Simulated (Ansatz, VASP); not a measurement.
## One calculation of Sn3GeO8, two programs

The input INCAR:

```
SYSTEM = Sn3GeO8
  PREC = Accurate
  ENCUT = 520
  EDIFF = 1E-7
  ISMEAR = 0
  SIGMA = 0.1
  LREAL = .FALSE.
  LASPH = .TRUE.
  NELM = 60
  ALGO = Normal
  ISIF = 2
  LWAVE = .FALSE.
  LCHARG = .FALSE.
  GGA = PE
  NBANDS = 64
```

Contents of KPOINTS:

```
regular mesh
0
G
  4 4 4
  0 0 0
```

Contents of POSCAR:

```
Sn3GeO8
1.0
    3.3457949000     -3.3604079000      0.0000000000
    3.3457949000      3.3604079000      0.0000000000
    0.0000000000      0.0000000000      6.3189488000
Sn Ge O
3 1 8
Direct
    0.5000000000      0.5000000000      0.5000000000
    0.0000000000      0.0000000000      0.7564890000
    0.0000000000      0.0000000000      0.2435110000
    0.5000000000      0.5000000000      0.0000000000
    0.2071970000      0.2071970000      0.0000000000
    0.1923320000      0.1923320000      0.5000000000
    0.7928030000      0.7928030000      0.0000000000
    0.8076680000      0.8076680000      0.5000000000
    0.6871980000      0.3128020000      0.7659830000
    0.6871980000      0.3128020000      0.2340170000
    0.3128020000      0.6871980000      0.7659830000
    0.3128020000      0.6871980000      0.2340170000
```

Input for Ansatz:

```yaml
crystal:
  lattice:
    - [3.3457949, -3.3604079, 0.0]
    - [3.3457949, 3.3604079, 0.0]
    - [0.0, 0.0, 6.3189488]
  atoms:
    - { symbol: Sn, position: [0.5, 0.5, 0.5] }
    - { symbol: Sn, position: [0.0, 0.0, 0.756489] }
    - { symbol: Sn, position: [0.0, 0.0, 0.243511] }
    - { symbol: Ge, position: [0.5, 0.5, 0.0] }
    - { symbol: O, position: [0.207197, 0.207197, 0.0] }
    - { symbol: O, position: [0.192332, 0.192332, 0.5] }
    - { symbol: O, position: [0.792803, 0.792803, 0.0] }
    - { symbol: O, position: [0.807668, 0.807668, 0.5] }
    - { symbol: O, position: [0.687198, 0.312802, 0.765983] }
    - { symbol: O, position: [0.687198, 0.312802, 0.234017] }
    - { symbol: O, position: [0.312802, 0.687198, 0.765983] }
    - { symbol: O, position: [0.312802, 0.687198, 0.234017] }
basis:
  ecutwfc: 420
kpoints:
  mp_grid: { grid: [4, 4, 4] }
hamiltonian:
  xc: pbe
scf:
  occupations: { method: gaussian, width: 0.1 }
  lower_state_search: "off"
output:
  forces: true
  stress: true
  eigenvalues: true
```

Alike in both runs: task single point; functional PBE; k mesh 4 × 4 × 4; occupations gaussian, width 0.1 eV; no spin polarisation.

```csv
,VASP,Ansatz
version,VASP 6.6.1,Ansatz 0.2.0
potentials or method,"VASP PAW PBE potentials, release 64 (Sn_d, Ge_d, O), cutoff 520 eV","scalar-relativistic, plane waves, PAW"
valence electrons in the cell,104,104
```

|  | VASP | Ansatz | Ansatz less VASP |
| --- | --- | --- | --- |
| gap on the k mesh at the Fermi level (eV) | 0.62 | 0.63 | +0.011 |
| least direct gap on the mesh (eV) | 0.62 | 0.63 | +0.011 |
| pressure (GPa) | 0.5 | 0.0 | -0.54 |
| traceless stress, the component that is largest in VASP (GPa) | 0.20 | -0.02 | -0.220 |
| rms of the force components (eV/Å) | 0.014 | 0.002 | -0.0119 |

Atom by atom the forces differ by 0.013 eV/Å (rms over components). The functional is the same, so the differences come from potentials, cutoffs and numerics.
